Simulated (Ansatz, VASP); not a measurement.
**AlRu in VASP and in Ansatz**

The input INCAR:

```
  ALGO = Fast
  EDIFF = 1E-6
  ENCUT = 520
  GGA = PS
  ISIF = 2
  ISMEAR = 0
  LASPH = T
  LCHARG = F
  LREAL = F
  LWAVE = F
  NBANDS = 16
  NELM = 80
  PREC = Accurate
  SIGMA = 0.15
```

File KPOINTS:

```
k-points
0
Gamma
  20 20 20
```

Contents of POSCAR:

```
AlRu
1.0
    3.0657000565      0.0000000000      0.0000000000
    0.0000000000      3.0657000565      0.0000000000
    0.0000000000      0.0000000000      2.9317617045
Al Ru
1 1
Direct
    0.0000000000      0.0000000000      0.0000000000
    0.5000000000      0.5000000000      0.5000000000
```

Input for Ansatz:

```yaml
crystal:
  lattice:
    - [3.0657000565, 0.0, 0.0]
    - [0.0, 3.0657000565, 0.0]
    - [0.0, 0.0, 2.9317617045]
  atoms:
    - { symbol: Al, position: [0.0, 0.0, 0.0] }
    - { symbol: Ru, position: [0.5, 0.5, 0.5] }
basis:
  ecutwfc: 420
kpoints:
  mp_grid: { grid: [20, 20, 20] }
hamiltonian:
  xc: pbesol
scf:
  occupations: { method: gaussian, width: 0.15 }
output:
  forces: true
  stress: true
  eigenvalues: true
```

Change from the starting cell: strain +0.030 along x and y, -0.015 along z, atoms carried along.

Alike in both runs: task single point; functional PBEsol; k mesh 20 × 20 × 20; occupations gaussian, width 0.15 eV; no spin polarisation.

|  | VASP | Ansatz |
| --- | --- | --- |
| version | VASP 6.6.1 | Ansatz 0.2.0 |
| potentials or method | VASP PAW PBE potentials, release 64 (Al, Ru_pv), cutoff 520 eV | scalar-relativistic, plane waves, PAW |
| valence electrons in the cell | 17 | 19 |

VASP gave:

```
gap on the k mesh at the Fermi level (eV)                     : none
pressure (GPa)                                                : -8.6
traceless stress, the component that is largest in VASP (GPa) : 4.87
```

Problem. Which values does Ansatz return?

Solution. gap on the k mesh at the Fermi level (eV): none; pressure (GPa): -8.6; traceless stress, the component that is largest in VASP (GPa): 4.85.

VASP's potentials were made for PBE, not for PBEsol. A gap of «none» marks a metal or a gap that the smearing closes. VASP's potentials hold 17 valence electrons a cell and Ansatz's 19, so a difference there can come from the potentials and not from the codes.
